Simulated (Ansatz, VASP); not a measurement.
# One calculation of TiO2, two programs

```
Ti O
1.0
    -4.35076    4.35076    1.88756
     4.35076   -4.35076    1.88756
     4.35076    4.35076   -1.88756
Ti O
4 8
Direct
  0.29228 0.99714 0.28943
  0.00286 0.29228 0.29514
  0.99714 0.70772 0.70486
  0.70772 0.00286 0.71057
  0.49886 0.84922 0.34808
  0.16166 0.15960 0.32126
  0.15078 0.49886 0.64965
  0.15960 0.83834 0.99794
  0.84040 0.16166 0.00206
  0.84922 0.50114 0.35035
  0.83834 0.84040 0.67874
  0.50114 0.15078 0.65192
```

Alike in both runs: task single point; functional PBE; k mesh 3 × 3 × 3; occupations fermi-dirac, width 0.05 eV; no spin polarisation.

```csv
,VASP,Ansatz
version,VASP 6.6.1,Ansatz 0.2.0
potentials or method,"VASP PAW PBE potentials, release 64 (Ti_sv, O)",Ansatz PAW
plane-wave cutoff (eV),520,420
valence electrons in the cell,96,96
```

Ansatz gave:

```
gap on the k mesh at the Fermi level (eV)                     : 1.84
least direct gap on the mesh (eV)                             : 2.33
pressure (GPa)                                                : 3.2
traceless stress, the component that is largest in VASP (GPa) : 0.21
rms of the force components (eV/Å)                            : 0.074
```

Task: What did VASP give for the same quantities?

Result: gap on the k mesh at the Fermi level (eV): 1.82; least direct gap on the mesh (eV): 2.31; pressure (GPa): 3.8; traceless stress, the component that is largest in VASP (GPa): 0.10; rms of the force components (eV/Å): 0.059.

Atom by atom the forces differ by 0.028 eV/Å (rms over components). With one functional, cell and mesh, what is left measures potentials, basis and numerics.

The k mesh is coarse, so the values compare programs but aren't converged. Noted on Ansatz's run: odd divisions of the mesh miss points on the zone boundary, where band edges often lie, so the gap on the mesh can be too wide.
